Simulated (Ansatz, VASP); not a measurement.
Two plane-wave programs on Al

INCAR

```
ALGO     = Fast           # electronic algorithm
EDIFF    = 1E-7           # SCF threshold, eV
ENCUT    = 520            # plane-wave cutoff, eV
GGA      = PE             # functional
ISIF     = 2              # what is computed and relaxed
ISMEAR   = 0              # smearing method
IVDW     = 12             # dispersion correction
LASPH    = True           # aspherical terms in the spheres
LCHARG   = False          # write CHGCAR
LREAL    = False          # projectors in reciprocal space
LWAVE    = False          # write WAVECAR
NBANDS   = 14             # bands
NELM     = 60             # most SCF steps
PREC     = Accurate       # precision mode
SIGMA    = 0.15           # smearing width, eV
```

Contents of KPOINTS:

```
k-points
0
Gamma
  18 18 4
```

POSCAR

```
Al
1.0
    2.8144222650      0.0000000000      0.0000000000
   -1.4072111325      2.4373611785      0.0000000000
    0.0000000000      0.0000000000      9.2410470710
Al
4
Direct
    0.0000000000      0.0000000000      0.0000000000
    0.2471745802      0.4943491605      0.2500000000
    0.0000000000      0.0000000000      0.5000000000
    0.6666666667      0.3333333333      0.7500000000
```

Input for Ansatz:

```yaml
crystal:
  lattice:
    - [2.814422265, 0.0, 0.0]
    - [-1.4072111325, 2.4373611785, 0.0]
    - [0.0, 0.0, 9.241047071]
  atoms:
    - { symbol: Al, position: [0.0, 0.0, 0.0] }
    - { symbol: Al, position: [0.2471745802, 0.4943491605, 0.25] }
    - { symbol: Al, position: [0.0, 0.0, 0.5] }
    - { symbol: Al, position: [0.6666666667, 0.3333333333, 0.75] }
basis:
  ecutwfc: 420
kpoints:
  mp_grid: { grid: [18, 18, 4] }
hamiltonian:
  xc: pbe
  pseudopotentials: { kind: paw, azcp: { folder: soft_1 } }
  dispersion: d3bj
scf:
  occupations: { method: gaussian, width: 0.15 }
output:
  forces: true
  stress: true
  eigenvalues: true
```

Alike in both runs: task single point; functional PBE; dispersion D3(BJ); k mesh 18 × 18 × 4; occupations gaussian, width 0.15 eV; no spin polarisation.

|  | VASP | Ansatz |
| --- | --- | --- |
| version | VASP 6.6.1 | Ansatz 0.2.0 |
| potentials or method | VASP PAW PBE potentials, release 64 (Al), cutoff 520 eV | scalar-relativistic, plane waves, PAW |
| valence electrons in the cell | 12 | 12 |

|  | VASP | Ansatz | Ansatz less VASP |
| --- | --- | --- | --- |
| gap on the k mesh at the Fermi level (eV) | none | none | - |
| pressure (GPa) | 1.1 | 1.1 | 0.00 |
| traceless stress, the component that is largest in VASP (GPa) | 1.95 | 1.94 | -0.005 |
| rms of the force components (eV/Å) | 0.261 | 0.261 | +0.0002 |

Atom by atom the forces differ by 0.000 eV/Å (rms over components). A gap of «none» marks a metal or a gap that the smearing closes.
